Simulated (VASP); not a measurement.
# AlHCl4 (P4/mmm) in VASP: further runs, part 2 of 2

VASP 6.6.1.

## (4) Single point, PBE

This run uses another cell than the first one, of 19.14 Å³/atom.

INCAR reads:

```
PREC = Accurate ; ENCUT = 520
EDIFF = 1E-7 ; ISMEAR = 0
SIGMA = 0.1 ; LREAL = F
LASPH = T ; NELM = 80
ALGO = Fast ; ISIF = 2
LWAVE = F ; LCHARG = T
GGA = PE ; LELF = T
LVHAR = T ; NBANDS = 25
```

KPOINTS reads:

```
regular mesh
0
Gamma
  10 10 6
```

POSCAR reads:

```
AlHCl4
1.0
    4.2825003010      0.0000000000      0.0000000000
    0.0000000000      4.2825003010      0.0000000000
    0.0000000000      0.0000000000      6.2621389705
Al H Cl
1 1 4
Direct
    0.5000000000      0.5000000000      0.0000000000
    0.0000000000      0.0000000000      0.5000000000
    0.5000000000      0.0000000000      0.2369138334
    0.5000000000      0.0000000000      0.7630861666
    0.0000000000      0.5000000000      0.7630861666
    0.0000000000      0.5000000000      0.2369138334
```

Run with:

```
$ cat potpaw_PBE.64/Al/POTCAR potpaw_PBE.64/H/POTCAR potpaw_PBE.64/Cl/POTCAR > POTCAR
$ mpirun -np 1 vasp_std > vasp.out
```

Run time: 4.3 min. Hardware: 1 thread of Oxide Virtual Turin-like, shared host; peak memory 0.31 GiB.

It converged, with:

- Free energy: -14.9792 eV
- Pressure: -0.1 GPa
- Largest force: 0.005 eV/Å
- Band gap on the k mesh: zero (bands 16 and 17 overlap by 0.38 eV)

Forces on the atoms (eV/Å):
```
Al   0.000  0.000  0.000
H    0.000  0.000  0.000
Cl   0.000  0.000 -0.005
Cl   0.000  0.000  0.005
Cl   0.000  0.000  0.005
Cl   0.000  0.000 -0.005
```

Levels at points of the mesh, in eV from the Fermi level:
| k point | band 12 | band 13 | band 14 | band 15 | band 16 | band 17 | band 18 | band 19 | band 20 | band 21 |
| --- | --- | --- | --- | --- | --- | --- | --- | --- | --- | --- |
| (0.00, 0.00, 0.00) | -1.02 | -1.02 | -0.58 | -0.46 | -0.46 | -0.17 | 0.83 | 4.04 | 5.15 | 5.15 |
| (0.50, 0.00, 0.00) | -2.52 | -1.95 | -1.80 | -0.75 | -0.75 | 0.44 | 2.75 | 5.82 | 6.67 | 6.85 |
| (0.50, 0.50, 0.00) | -0.70 | -0.70 | -0.32 | -0.30 | -0.09 | 0.29 | 1.57 | 6.24 | 6.24 | 7.52 |
| (0.00, 0.00, 0.50) | -1.27 | -0.88 | -0.88 | -0.61 | -0.61 | 0.34 | 1.09 | 3.73 | 5.86 | 5.86 |
| (0.50, 0.00, 0.50) | -2.44 | -2.33 | -2.14 | -2.04 | -1.99 | 0.92 | 3.03 | 6.27 | 6.72 | 7.16 |
| (0.50, 0.50, 0.50) | -2.03 | -0.82 | -0.41 | 0.02 | 0.18 | 0.23 | 2.22 | 6.64 | 6.81 | 6.81 |

Caveat: semilocal functionals underestimate gaps, and a narrow one can read as zero.

## (5) Relaxation of cell and atoms, PBE

This run uses another cell than the first one, of 21.69 Å³/atom.

INCAR reads:

```
  PREC = Accurate
  ENCUT = 600
  EDIFF = 1E-6
  ISMEAR = 0
  SIGMA = 0.1
  LREAL = False
  LASPH = True
  NELM = 80
  ALGO = Fast
  ISIF = 3
  LWAVE = False
  LCHARG = False
  GGA = PE
  IBRION = 2
  NSW = 90
  EDIFFG = -0.04
```

KPOINTS reads:

```
Automatic mesh
0
Gamma
  4 4 4
```

POSCAR reads:

```
AlHCl4
1.0
    4.4842595100      0.0000000000      0.0000000000
    0.0000000000      4.4842595100      0.0000000000
    0.0000000000      0.0000000000      6.4729187500
Al H Cl
1 1 4
Direct
    0.5000000000      0.5000000000      0.0000000000
    0.0000000000      0.0000000000      0.5000000000
    0.5000000000      0.0000000000      0.2657380100
    0.5000000000      0.0000000000      0.7342619900
    0.0000000000      0.5000000000      0.7342619900
    0.0000000000      0.5000000000      0.2657380100
```

Run with:

```
$ cat potpaw_PBE.64/Al/POTCAR potpaw_PBE.64/H/POTCAR potpaw_PBE.64/Cl/POTCAR > POTCAR
$ mpirun -np 1 vasp_std > vasp.out
```

It took 8.6 min on 1 thread of Oxide Virtual Turin-like, shared host; peak memory 0.25 GiB.

The run converged. Its results:

| Property | Result |
| --- | --- |
| Free energy | -14.9852 eV |
| Relaxed volume | 19.12 Å³/atom |
| Relaxed cell | a = 4.279 Å, b = 4.279 Å, c = 6.267 Å, α = 90.00°, β = 90.00°, γ = 90.00° |
| Space group after relaxing (to 0.1 Å) | P4/mmm (No. 123) |
| Energy gained by relaxing | 145.7 meV/atom |
| Ionic steps | 8 |
| Pressure after relaxing | 0.0 GPa |
| Largest force after relaxing | 0.013 eV/Å |
| Band gap on the k mesh | zero (bands 16 and 17 overlap by 0.36 eV) |

Forces on the atoms (eV/Å):
```
Al   0.000  0.000  0.000
H    0.000  0.000  0.000
Cl   0.000  0.000 -0.013
Cl   0.000  0.000  0.013
Cl   0.000  0.000  0.013
Cl   0.000  0.000 -0.013
```

Stress tensor (GPa, compression positive):
```
 0.07  0.00  0.00
 0.00  0.07  0.00
 0.00  0.00 -0.09
```

The path:
| step | energy change (eV) | largest force (eV/Å) | pressure (GPa) | volume (Å³) |
| --- | --- | --- | --- | --- |
| 1 | 0.0000 | 1.3604 | -5.71 | 130.16 |
| 2 | -0.6631 | 0.8911 | -1.81 | 116.11 |
| 3 | -0.7508 | 0.4581 | 1.64 | 109.34 |
| 4 | -0.7521 | 0.5054 | 1.27 | 109.94 |
| 5 | -0.8313 | 0.2433 | 1.04 | 111.11 |
| 6 | -0.8683 | 0.0678 | 0.96 | 112.82 |
| 7 | -0.8733 | 0.0429 | -0.34 | 115.49 |
| 8 | -0.8742 | 0.0131 | 0.02 | 114.72 |

Final structure:
```yaml
crystal:
  lattice:
    - [4.27856, 0.00000, 0.00000]
    - [0.00000, 4.27856, 0.00000]
    - [0.00000, 0.00000, 6.26685]
  atoms:
    - { symbol: Al, position: [0.50000, 0.50000, 0.00000] }
    - { symbol: H, position: [0.00000, 0.00000, 0.50000] }
    - { symbol: Cl, position: [0.50000, 0.00000, 0.23715] }
    - { symbol: Cl, position: [0.50000, 0.00000, 0.76285] }
    - { symbol: Cl, position: [0.00000, 0.50000, 0.76285] }
    - { symbol: Cl, position: [0.00000, 0.50000, 0.23715] }
```

Levels at points of the mesh, in eV from the Fermi level:
| k point | band 13 | band 14 | band 15 | band 16 | band 17 | band 18 | band 19 | band 20 |
| --- | --- | --- | --- | --- | --- | --- | --- | --- |
| (0.00, 0.00, 0.00) | -1.00 | -0.58 | -0.45 | -0.45 | -0.17 | 0.85 | 4.06 | 5.16 |
| (0.50, 0.00, 0.00) | -1.95 | -1.79 | -0.75 | -0.75 | 0.44 | 2.77 | 5.83 | 6.67 |
| (0.50, 0.50, 0.00) | -0.71 | -0.31 | -0.29 | -0.07 | 0.31 | 1.57 | 6.25 | 6.25 |
| (0.00, 0.00, 0.50) | -0.86 | -0.86 | -0.59 | -0.59 | 0.34 | 1.11 | 3.74 | 5.86 |
| (0.50, 0.00, 0.50) | -2.32 | -2.15 | -2.03 | -1.99 | 0.92 | 3.05 | 6.27 | 6.74 |
| (0.50, 0.50, 0.50) | -0.79 | -0.39 | 0.04 | 0.19 | 0.22 | 2.21 | 6.63 | 6.83 |

Caveat: semilocal functionals underestimate gaps, and a narrow one can read as zero.

## (6) Relaxation of cell and atoms, PBE

INCAR reads:

```
SYSTEM = AlHCl4
PREC = Accurate
ENCUT = 600
EDIFF = 1E-6
ISMEAR = 0
SIGMA = 0.1
LREAL = .False.
LASPH = .True.
NELM = 80
ALGO = Fast
ISIF = 3
LWAVE = .False.
LCHARG = .False.
GGA = PE
IBRION = 2
NSW = 100
EDIFFG = -0.01
```

KPOINTS reads:

```
Automatic mesh
0
Gamma
  10 10 6
  0 0 0
```

POSCAR reads:

```
AlHCl4
1.0
    4.2871172260      0.0000000000      0.0000000000
    0.0000000000      4.2871172260      0.0000000000
    0.0000000000      0.0000000000      6.2632575822
Al H Cl
1 1 4
Direct
    0.5000000000      0.5000000000      0.0000000000
    0.0000000000      0.0000000000      0.5000000000
    0.5000000000      0.0000000000      0.2372205633
    0.5000000000      0.0000000000      0.7627794367
    0.0000000000      0.5000000000      0.7627794367
    0.0000000000      0.5000000000      0.2372205633
```

Potentials or basis: VASP PAW PBE potentials, release 64 (Al, H, Cl).

Run with:

```
$ cat potpaw_PBE.64/Al/POTCAR potpaw_PBE.64/H/POTCAR potpaw_PBE.64/Cl/POTCAR > POTCAR
$ mpirun -np 1 vasp_std > vasp.out
```

OUTCAR:

```text
SYSTEM = AlHCl4
   PREC = Accurate
   ENCUT = 600
   EDIFF = 1E-6
   ISMEAR = 0
   LREAL = .False.
   LASPH = .True.
   NELM = 80
   ISIF = 3
   GGA = PE
   IBRION = 2
   NSW = 100
   EDIFFG = -0.01

 ion  position               nearest neighbor table
   1  0.500  0.500  0.000-   3 2.61   4 2.61   5 2.61   6 2.61   3 2.61   4 2.61   5 2.61   6 2.61

   2  0.000  0.000  0.500-
   3  0.500  0.000  0.237-   1 2.61   1 2.61
   4  0.500  0.000  0.763-   1 2.61   1 2.61
   5  0.000  0.500  0.763-   1 2.61   1 2.61
   6  0.000  0.500  0.237-   1 2.61   1 2.61

  LATTYP: Found a simple tetragonal cell.
 ALAT       =     4.2871172260
 C/A-ratio  =     1.4609485237

  Lattice vectors:

 A1 = (   4.2871172260,   0.0000000000,   0.0000000000)
 A2 = (   0.0000000000,   4.2871172260,   0.0000000000)
 A3 = (   0.0000000000,   0.0000000000,   6.2632575822)

Analysis of symmetry for initial positions (statically):
[... 229 lines left out ...]
  ---------------------------------------------------
  free energy    TOTEN  =       -14.97991795 eV

  energy without entropy =      -14.97123693  energy(sigma->0) =      -14.97557744

 E-fermi :   2.5295     XC(G=0):  -8.9948

 val. band max:        2.5275323853   @ k =   0.4000   0.4000   0.5000
 cond. band min:       2.5456269558   @ k =   0.5000   0.5000   0.5000
 fundamental gap:      0.0180945705
 Fermi energy:         2.5294581599

 k-point     1 :       0.0000    0.0000    0.0000
  band No.  band energies     occupation
      1     -13.1754      2.00000
      2     -12.2641      2.00000
      3     -11.3600      2.00000
      4     -10.6894      2.00000
      5      -3.4487      2.00000
      6      -2.0729      2.00000
[... 541 lines left out ...]
     19       7.3222      0.00000
     20       7.9149      0.00000

 [... further k-points ...]
[... 5 lines left out ...]
  --------------------------------------------------------------------------------------
  -------------------------------------------------------------------------------------
  Total       -0.0161913     -0.0161913      0.0191596      0.0000000      0.0000000     -0.0000000
  in kB       -0.2261392     -0.2261392      0.2675971      0.0000000      0.0000000     -0.0000000
  external PRESSURE =      -0.0615604 kB  Pullay stress =       0.0000000 kB

 VOLUME and BASIS-vectors are now :
 -----------------------------------------------------------------------------
  energy-cutoff  :      600.00
  volume of cell :      114.71
      direct lattice vectors                 reciprocal lattice vectors
     4.282046429  0.000000000  0.000000000     0.233533199  0.000000000  0.000000000
     0.000000000  4.282046429  0.000000000     0.000000000  0.233533199  0.000000000
    -0.000000000 -0.000000000  6.256231789     0.000000000  0.000000000  0.159840625

 POSITION                                       TOTAL-FORCE (eV/Angst)
 -----------------------------------------------------------------------------------
      2.14102      2.14102      6.25623        -0.000000      0.000000     -0.000000
      4.28205     -0.00000      3.12812        -0.000000      0.000000     -0.000000
      2.14102     -0.00000      1.48299         0.000000      0.000000     -0.005133
      2.14102      4.28205      4.77324        -0.000000     -0.000000      0.005133
      4.28205      2.14102      4.77324        -0.000000     -0.000000      0.005133
      4.28205      2.14102      1.48299         0.000000      0.000000     -0.005133
 -----------------------------------------------------------------------------------
    total drift:                                0.000000     -0.000000      0.000000

  FREE ENERGIE OF THE ION-ELECTRON SYSTEM (eV)
  ---------------------------------------------------
  free  energy   TOTEN  =       -14.9799179515 eV

  energy  without entropy=      -14.9712369302  energy(sigma->0) =      -14.97557744

 reached required accuracy - stopping structural energy minimisation
```

OSZICAR:

```text
N       E                     dE             d eps       ncg     rms          rms(c)
DAV:   1     0.225136366799E+03    0.22514E+03   -0.15391E+04  3360   0.155E+03
DAV:   2     0.392702707400E+01   -0.22121E+03   -0.21269E+03  4832   0.250E+02
[... 16 lines left out ...]
DAV:   1    -0.149823702396E+02   -0.27800E-02   -0.51836E-02  3912   0.141E+00    0.350E-01
RMM:   2    -0.149803723510E+02    0.19979E-02   -0.60823E-03  3360   0.428E-01    0.149E-01
RMM:   3    -0.149799547229E+02    0.41763E-03   -0.54201E-04  3360   0.157E-01    0.531E-02
RMM:   4    -0.149799102558E+02    0.44467E-04   -0.37685E-04  3360   0.106E-01    0.397E-02
RMM:   5    -0.149799134637E+02   -0.32079E-05   -0.41953E-05  3366   0.453E-02    0.140E-02
RMM:   6    -0.149799177024E+02   -0.42387E-05   -0.13695E-05  3380   0.242E-02    0.436E-03
RMM:   7    -0.149799179515E+02   -0.24912E-06   -0.39501E-06  2487   0.126E-02
   2 F= -.14979918E+02 E0= -.14975577E+02  d E =-.327794E-03
```

Wall time 8.2 min (1 thread of Oxide Virtual Turin-like, shared host); peak memory 0.35 GiB.

What came out:

* Free energy: -14.9799 eV
* Relaxed volume: 19.12 Å³/atom
* Relaxed cell: a = 4.282 Å, b = 4.282 Å, c = 6.256 Å, α = 90.00°, β = 90.00°, γ = 90.00°
* Space group after relaxing (to 0.1 Å): P4/mmm (No. 123)
* Energy gained by relaxing: 0.1 meV/atom
* Ionic steps: 2
* Pressure after relaxing: 0.0 GPa
* Largest force after relaxing: 0.005 eV/Å
* Band gap on the k mesh: zero (bands 16 and 17 overlap by 0.37 eV)

Forces on the atoms (eV/Å):
```
Al   0.000  0.000  0.000
H    0.000  0.000  0.000
Cl   0.000  0.000 -0.005
Cl   0.000  0.000  0.005
Cl   0.000  0.000  0.005
Cl   0.000  0.000 -0.005
```

Step by step:
| step | energy change (eV) | largest force (eV/Å) | pressure (GPa) | volume (Å³) |
| --- | --- | --- | --- | --- |
| 1 | 0.0000 | 0.0231 | -0.20 | 115.11 |
| 2 | -0.0003 | 0.0051 | -0.01 | 114.71 |

Final structure:
```
CELL_PARAMETERS angstrom
4.28205 0.00000 0.00000
0.00000 4.28205 0.00000
0.00000 0.00000 6.25623
ATOMIC_POSITIONS crystal
Al 0.50000 0.50000 0.00000
H 0.00000 0.00000 0.50000
Cl 0.50000 0.00000 0.23704
Cl 0.50000 0.00000 0.76296
Cl 0.00000 0.50000 0.76296
Cl 0.00000 0.50000 0.23704
```

Levels at points of the mesh, in eV from the Fermi level:
```tsv
k point	band 12	band 13	band 14	band 15	band 16	band 17	band 18	band 19	band 20
(0.00, 0.00, 0.00)	-1.02	-1.02	-0.58	-0.46	-0.46	-0.17	0.83	4.04	5.15
(0.50, 0.00, 0.00)	-2.52	-1.95	-1.80	-0.74	-0.74	0.44	2.76	5.82	6.67
(0.50, 0.50, 0.00)	-0.70	-0.70	-0.32	-0.30	-0.09	0.29	1.57	6.24	6.24
(0.00, 0.00, 0.50)	-1.27	-0.88	-0.88	-0.61	-0.61	0.34	1.09	3.72	5.87
(0.50, 0.00, 0.50)	-2.44	-2.33	-2.15	-2.04	-1.99	0.92	3.04	6.27	6.72
(0.50, 0.50, 0.50)	-2.03	-0.82	-0.41	0.02	0.18	0.23	2.22	6.64	6.83
```

Caveat: semilocal functionals underestimate gaps, and a narrow one can read as zero.

## (7) The runs side by side

| task | cell | k mesh | cutoff (eV) | gap on the mesh (eV) | pressure (GPa) | relaxed volume (Å³/atom) | largest force (eV/Å) |
| --- | --- | --- | --- | --- | --- | --- | --- |
| single point | a = 4.287, b = 4.287, c = 6.263 Å, 6 atoms, atomic positions A | 4 × 4 × 4 | 520 | none | -0.2 | - | 0.01 |
| single point | a = 4.484, b = 4.484, c = 6.473 Å, 6 atoms, atomic positions B | 4 × 4 × 4 | 520 | none | -5.8 | - | 1.36 |
| single point | a = 4.283, b = 4.283, c = 6.262 Å, 6 atoms, atomic positions C | 10 × 10 × 6 | 520 | none | -0.1 | - | 0.01 |
| relaxation of cell and atoms | relaxed from a = 4.484, b = 4.484, c = 6.473 Å, 6 atoms, atomic positions B | 4 × 4 × 4 | 600 | none | 0.0 | 19.12 | 0.01 |
| relaxation of cell and atoms | relaxed from a = 4.287, b = 4.287, c = 6.263 Å, 6 atoms, atomic positions A | 10 × 10 × 6 | 600 | none | 0.0 | 19.12 | 0.01 |

Alike in all rows: level PBE; potentials or basis VASP PAW PBE potentials, release 64 (Al, H, Cl); no spin polarisation; smearing gaussian 0.1 eV.

Caveats: some runs use coarse meshes; semilocal functionals underestimate gaps, and a narrow one can read as zero; the cell stands under tension (at least some runs); forces of over 1 eV/Å act on the atoms, so gaps and moduli don't describe the material at rest (at least some runs).

Absolute energies hang on the potentials; compare differences alone.

The gap in the log of VASP goes by the Fermi energy; the results here count the filled bands.